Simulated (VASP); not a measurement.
# YbSe2 in VASP: further runs

Runs on YbSe2. Level: PBE. Tasks: single point.

Program: VASP 6.6.1. These are calculated values, not measurements. Logs are shortened: lines on timing, memory, paths and dates and some standing lists are left out, and cuts for length are marked.

### 1 The cell of the first run

The typed cell holds 3 atoms: a = 4.848 Å, b = 4.848 Å, c = 4.848 Å, α = 60.00°, β = 60.00°, γ = 60.00°.

### 2 Single point, PBE, collinear spin (26.86 Å³/atom)

INCAR

```
PREC = Accurate
ENCUT = 520
EDIFF = 1E-7
ISMEAR = 0
SIGMA = 0.05
LREAL = F
LASPH = T
NELM = 150
ALGO = Normal
ISIF = 2
LWAVE = F
LCHARG = T
ISPIN = 2
MAGMOM = 0.05 0 0
LORBIT = 11
LMAXMIX = 6
GGA = PE
LELF = T
LVHAR = T
NBANDS = 29
```

KPOINTS

```
regular mesh
0
Gamma
  8 8 8
```

POSCAR

```
YbSe2
1.0
    2.4239274076      1.3994551413      3.9586247899
   -2.4239274076      1.3994551413      3.9586247899
    0.0000000000     -2.7989102825      3.9586247899
Yb Se
1 2
Direct
    0.0000000000      0.0000000000      0.0000000000
    0.2500092680      0.2500092680      0.2500092680
    0.7499907320      0.7499907320      0.7499907320
```

Potentials or basis: VASP PAW PBE potentials, release 64 (Yb, Se).

Launch:

```console
$ cat potpaw_PBE.64/Yb/POTCAR potpaw_PBE.64/Se/POTCAR > POTCAR
$ mpirun -np 1 vasp_std > vasp.out
```

OUTCAR:

```text
PREC = Accurate
   ENCUT = 520
   EDIFF = 1E-7
   ISMEAR = 0
   LREAL = F
   LASPH = T
   NELM = 150
   ISIF = 2
   ISPIN = 2
   LORBIT = 11
   GGA = PE

 ion  position               nearest neighbor table
   1  0.000  0.000  0.000-   3 2.97   2 2.97   3 2.97   3 2.97   2 2.97   2 2.97   3 2.97   2 2.97

   2  0.250  0.250  0.250-   1 2.97   1 2.97   1 2.97   1 2.97
   3  0.750  0.750  0.750-   1 2.97   1 2.97   1 2.97   1 2.97

  LATTYP: Found a trigonal (rhomboedric) cell.
 ALAT       =     4.8481552159
 COS(alpha) =     0.5000619599

  Lattice vectors:

 A1 = (   2.4239274076,   1.3994551413,   3.9586247899)
 A2 = (  -2.4239274076,   1.3994551413,   3.9586247899)
 A3 = (   0.0000000000,  -2.7989102825,   3.9586247899)

Analysis of symmetry for initial positions (statically):
=====================================================================
 Subroutine PRICEL returns:
 Original cell was already a primitive cell.

 Routine SETGRP: Setting up the symmetry group for a
 trigonal (rhombohedral) supercell.

 Subroutine GETGRP returns: Found 12 space group operations
 (whereof 12 operations were pure point group operations)
 out of a pool of 12 trial point group operations.

The static configuration has the point symmetry D_3d.

Analysis of symmetry for dynamics (positions and initial velocities):
=====================================================================
 Subroutine PRICEL returns:
 Original cell was already a primitive cell.

 Routine SETGRP: Setting up the symmetry group for a
 trigonal (rhombohedral) supercell.

 Subroutine GETGRP returns: Found 12 space group operations
 (whereof 12 operations were pure point group operations)
 out of a pool of 12 trial point group operations.

The dynamic configuration has the point symmetry D_3d.

Analysis of structural, dynamic, and magnetic symmetry:
=====================================================================
 Subroutine PRICEL returns:
 Original cell was already a primitive cell.

 Routine SETGRP: Setting up the symmetry group for a
 trigonal (rhombohedral) supercell.

 Subroutine GETGRP returns: Found 12 space group operations
 (whereof 12 operations were pure point group operations)
 out of a pool of 12 trial point group operations.

The overall configuration has the point symmetry D_3d.

 Subroutine INISYM returns: Found 12 space group operations
 (whereof 12 operations are pure point group operations),
 and found     1 'primitive' translations

----------------------------------------------------------------------------------------

                                     Primitive cell

  volume of cell :      80.5702

  direct lattice vectors                    reciprocal lattice vectors
     2.423927408  1.399455141  3.958624790     0.206276805  0.119093969  0.084204326
    -2.423927408  1.399455141  3.958624790    -0.206276805  0.119093969  0.084204326
     0.000000000 -2.798910283  3.958624790     0.000000000 -0.238187937  0.084204326

  length of vectors
     4.848155216  4.848155216  4.848155216     0.252633850  0.252633850  0.252633850

  position of ions in fractional coordinates (direct lattice)
     0.000000000  0.000000000  0.000000000
     0.250009268  0.250009268  0.250009268
     0.749990732  0.749990732  0.749990732

  ion indices of the primitive-cell ions
   primitive index   ion index
                 1           1
                 2           2
                 3           3

----------------------------------------------------------------------------------------

 KPOINTS: regular mesh

Automatic generation of k-mesh.
 Grid dimensions read from file:
 generate k-points for:    8    8    8

 Generating k-lattice:

  Cartesian coordinates                     Fractional coordinates (reciprocal lattice)
     0.025784601  0.014886746  0.010525541     0.125000000  0.000000000  0.000000000
    -0.025784601  0.014886746  0.010525541     0.000000000  0.125000000  0.000000000
     0.000000000 -0.029773492  0.010525541     0.000000000  0.000000000  0.125000000

  Length of vectors
     0.031579231  0.031579231  0.031579231

  Shift w.r.t. Gamma in fractional coordinates (k-lattice)
     0.000000000  0.000000000  0.000000000

 Subroutine IBZKPT returns following result:
 ===========================================

 Found     65 irreducible k-points:

 Following reciprocal coordinates:
            Coordinates               Weight
  0.000000  0.000000  0.000000      1.000000
  0.125000  0.000000  0.000000      6.000000
  0.250000  0.000000  0.000000      6.000000
  0.375000  0.000000  0.000000      6.000000
  0.500000  0.000000  0.000000      3.000000
  0.125000  0.125000  0.000000      6.000000
[... 16 lines left out ...]
  0.250000  0.125000  0.125000      6.000000
  0.375000  0.125000  0.125000      6.000000
 [... further k-points ...]
   k-points           NKPTS =     65   k-points in BZ     NKDIM =     65   number of bands    NBANDS=     29
   number of dos      NEDOS =    301   number of ions     NIONS =      3
   total plane-waves  NPLWV =  46656
   dimension x,y,z NGX =    36 NGY =   36 NGZ =   36
   dimension x,y,z NGXF=    72 NGYF=   72 NGZF=   72
   ions per type =               1   2
   NGX,Y,Z   is equivalent  to a cutoff of  12.34, 12.34, 12.34 a.u.
   NGXF,Y,Z  is equivalent  to a cutoff of  24.69, 24.69, 24.69 a.u.
 SYSTEM =  unknown system
   PREC   = accura    normal or accurate (medium, high low for compatibility)
   ISTART =      0    job   : 0-new  1-cont  2-samecut
   ICHARG =      2    charge: 1-file 2-atom 10-const
   ISPIN  =      2    spin polarized calculation?
   LNONCOLLINEAR =      F non collinear calculations
   LSORBIT =      F    spin-orbit coupling
   LASPH  =      T    aspherical Exc in radial PAW
   ENCUT  =  520.0 eV  38.22 Ry    6.18 a.u.   9.01  9.01  9.01*2*pi/ulx,y,z
   NELM   =    150;   NELMIN=  2; NELMDL= -5     # of ELM steps
   EDIFF  = 0.1E-06   stopping-criterion for ELM
   LREAL  =      F    real-space projection
   EDIFFG = 0.1E-05   stopping-criterion for IOM
   NSW    =      0    number of steps for IOM
   IBRION =     -1    ionic relax: 0-MD 1-quasi-New 2-CG
   NFREE  =      0    steps in history (QN), initial steepest desc. (CG)
   ISIF   =      2    stress and relaxation
   ISYM   =      2    0-nonsym 1-usesym 2-fastsym
   POTIM  = 0.5000    time-step for ionic-motion
   TEBEG  =    0.0;   TEEND  =   0.0 temperature during run
   PSTRESS=    0.0 pullay stress
   NELECT =      36.0000    total number of electrons
   NUPDOWN=      -1.0000    fix difference up-down
   EMIN   =  10.00;   EMAX   =-10.00  energy-range for DOS
   EFERMI =   0.00;   METHOD = LEGACY
   ISMEAR =     0;   SIGMA  =   0.05  broadening in eV -4-tet -1-fermi 0-gaus
   EFERMI_NEDOS =   21; number of points for ismear=-14 and -15
   IALGO  =     38    algorithm
   IMIX   =      4    mixing-type and parameters
     AMIX     =   0.40;   BMIX     =  1.00
     AMIX_MAG =   1.60;   BMIX_MAG =  1.00
  volume/ion in A,a.u.               =      26.86       181.24
  Fermi-wavevector in a.u.,A,eV,Ry     =   1.251558  2.365101 21.312127  1.566397
  Thomas-Fermi vector in A             =   2.385500
   LORBIT       =     11    0 simple, 1 ext, 2 COOP (PROOUT), +10 PAW based schemes
   GGA     = PE    functional components
   LHFCALC =     F    Hartree Fock is set to
   AEXX    =    0.0000 exact exchange contribution
   IVDW    =     0    specifies the selected vdW correction
   LEPSILON=     F    determine dielectric tensor
   LRPA    =     F    only Hartree local field effects (RPA)
 spin polarized calculation
 Gauss-broadening in eV      SIGMA  =   0.05
  energy-cutoff  :      520.00
  volume of cell :       80.57
 maximum number of plane-waves:      2200
   NGX = 17   NGY = 17   NGZ = 17

 number of electron      35.9999987 magnetization       0.0169274

 number of electron      35.9999987 magnetization      -0.0005208

 Free energy of the ion-electron system (eV)
  ---------------------------------------------------
  ext. energy  EPLUGINS =         0.00000000
  ---------------------------------------------------
  free energy    TOTEN  =       -13.82568140 eV

  energy without entropy =      -13.82018202  energy(sigma->0) =      -13.82293171

 E-fermi :   2.0742     XC(G=0):  -9.4903

 val. band max:        2.0364533313   @ k =  -0.3750   0.5000   0.1250
 cond. band min:       2.0801967873   @ k =  -0.2500  -0.3750   0.1250
 fundamental gap:      0.0437434561
 Fermi energy:         2.0742218859

 spin component 1

 k-point     1 :       0.0000    0.0000    0.0000
  band No.  band energies     occupation
      1     -49.2240      1.00000
      2     -21.4308      1.00000
      3     -21.4308      1.00000
      4     -21.4308      1.00000
      5     -10.9771      1.00000
      6      -8.8410      1.00000
[... 757 lines left out ...]
     28      11.5076      0.00000
     29      13.0213      0.00000

 [... further k-points ...]

 spin component 2

 k-point     1 :       0.0000    0.0000    0.0000
  band No.  band energies     occupation
      1     -49.2242      1.00000
      2     -21.4310      1.00000
      3     -21.4310      1.00000
      4     -21.4309      1.00000
      5     -10.9771      1.00000
      6      -8.8410      1.00000
[... 757 lines left out ...]
     28      11.5075      0.00000
     29      13.0213      0.00000

 [... further k-points ...]

------------------------ aborting loop because EDIFF is reached ----------------------------------------

  FORCE on cell =-STRESS in cart. coord.  units (eV):
  Direction    XX          YY          ZZ          XY          YZ          ZX
  --------------------------------------------------------------------------------------
  -------------------------------------------------------------------------------------
  Total       -0.3154071     -0.3154071     -0.3178498      0.0000000     -0.0000000      0.0000000
  in kB       -6.2720263     -6.2720263     -6.3206014      0.0000000     -0.0000000      0.0000000
  external PRESSURE =      -6.2882180 kB  Pullay stress =       0.0000000 kB

 VOLUME and BASIS-vectors are now :
 -----------------------------------------------------------------------------
  energy-cutoff  :      520.00
  volume of cell :       80.57
      direct lattice vectors                 reciprocal lattice vectors
     2.423927408  1.399455141  3.958624790     0.206276805  0.119093969  0.084204326
    -2.423927408  1.399455141  3.958624790    -0.206276805  0.119093969  0.084204326
     0.000000000 -2.798910283  3.958624790     0.000000000 -0.238187937  0.084204326

 POSITION                                       TOTAL-FORCE (eV/Angst)
 -----------------------------------------------------------------------------------
      0.00000      0.00000      0.00000         0.000000     -0.000000     -0.000000
      0.00000      0.00000      2.96908         0.000000     -0.000000     -0.000849
      0.00000      0.00000      8.90680         0.000000      0.000000      0.000849
 -----------------------------------------------------------------------------------
    total drift:                               -0.000000      0.000000     -0.000000

  FREE ENERGIE OF THE ION-ELECTRON SYSTEM (eV)
  ---------------------------------------------------
  free  energy   TOTEN  =       -13.8256813985 eV

  energy  without entropy=      -13.8201820227  energy(sigma->0) =      -13.82293171

 total charge

# of ion       s       p       d       f       tot
--------------------------------------------------
    1        2.125   6.018   0.402  13.456  22.001
    2        1.473   2.309   0.018   0.000   3.800
    3        1.473   2.309   0.018   0.000   3.800
--------------------------------------------------
tot          5.071  10.636   0.438  13.456  29.601

 magnetization (x)

# of ion       s       p       d       f       tot
--------------------------------------------------
    1       -0.000   0.000  -0.000  -0.000  -0.000
    2        0.000   0.000   0.000   0.000   0.000
    3        0.000   0.000   0.000   0.000   0.000
--------------------------------------------------
tot         -0.000   0.000  -0.000  -0.000  -0.000
```

Wall time 8.6 min (1 thread of AMD EPYC 9R45 (Zen 5), shared host); peak memory 0.4 GiB.

What came out:

```yaml
Free_energy: -13.8257 eV
Pressure: -0.6 GPa
Band_gap_on_the_k_mesh: zero (filled and empty bands overlap)
Net_moment: 0.00 μB per cell
Valence_electrons_inside_the_program's_atomic_spheres: Yb 22.00; Se 3.80
```

Caveat: spin-orbit coupling is left out, which moves the levels of the heavy elements.

### 3 Single point, PBE, collinear spin (27.38 Å³/atom)

This run uses another cell than the first one, of 27.38 Å³/atom.

INCAR

```
SYSTEM = YbSe2
PREC = Accurate
ENCUT = 520
EDIFF = 1E-6
ISMEAR = 0
SIGMA = 0.05
LREAL = .FALSE.
LASPH = .TRUE.
NELM = 150
ALGO = Normal
ISIF = 2
LWAVE = .FALSE.
LCHARG = .TRUE.
ISPIN = 2
MAGMOM = 0.05 0 0
LORBIT = 11
LMAXMIX = 6
GGA = PE
LELF = .TRUE.
LVHAR = .TRUE.
NBANDS = 29
```

KPOINTS

```
Automatic mesh
0
G
  8 8 8
  0 0 0
```

POSCAR

```
YbSe2
1.0
    2.4396676370      1.4085427670      3.9843308659
   -2.4396676370      1.4085427670      3.9843308659
    0.0000000000     -2.8170855339      3.9843308659
Yb Se
1 2
Direct
    0.0000000000      0.0000000000      0.0000000000
    0.2500092680      0.2500092680      0.2500092680
    0.7499907320      0.7499907320      0.7499907320
```

Potentials or basis: VASP PAW PBE potentials, release 64 (Yb, Se).

Launch:

```console
$ cat potpaw_PBE.64/Yb/POTCAR potpaw_PBE.64/Se/POTCAR > POTCAR
$ mpirun -np 1 vasp_std > vasp.out
```

It took 8.9 min on 1 thread of AMD EPYC 9R45 (Zen 5), shared host; peak memory 0.4 GiB.

The run converged. Its results:

```yaml
Free_energy: -13.8127 eV
Pressure: -1.6 GPa
Band_gap_on_the_k_mesh: zero (filled and empty bands overlap)
Net_moment: 0.00 μB per cell
Valence_electrons_inside_the_program's_atomic_spheres: Yb 21.98; Se 3.79
```

Levels at points of the mesh, in eV from the Fermi level:
Spin up:
```tsv
k point	band 14	band 15	band 16	band 17	band 18	band 19	band 20	band 21	band 22	band 23
(0.00, 0.00, 0.00)	-0.45	-0.45	-0.44	0.37	0.37	0.37	3.42	3.42	3.96	5.98
(0.50, 0.00, 0.00)	-0.45	-0.44	-0.44	-0.33	-0.30	-0.30	4.12	4.12	5.36	6.86
(0.50, 0.50, 0.00)	-0.41	-0.40	-0.40	-0.09	-0.09	1.23	2.44	4.91	5.25	6.10
(0.50, 0.50, 0.50)	-0.45	-0.44	-0.44	-0.33	-0.30	-0.30	4.12	4.12	5.36	6.86
```
Spin down:
```
           k point  band 16  band 17  band 18  band 19  band 20  band 21
(0.00, 0.00, 0.00)    -0.44     0.37     0.37     0.37     3.42     3.42
(0.50, 0.00, 0.00)    -0.44    -0.33    -0.30    -0.30     4.12     4.12
(0.50, 0.50, 0.00)    -0.40    -0.09    -0.09     1.23     2.44     4.91
(0.50, 0.50, 0.50)    -0.44    -0.33    -0.30    -0.30     4.12     4.12
```

Caveat: spin-orbit coupling is left out, which moves the levels of the heavy elements.

The gap in the log of VASP goes by the Fermi energy; the results here count the filled bands.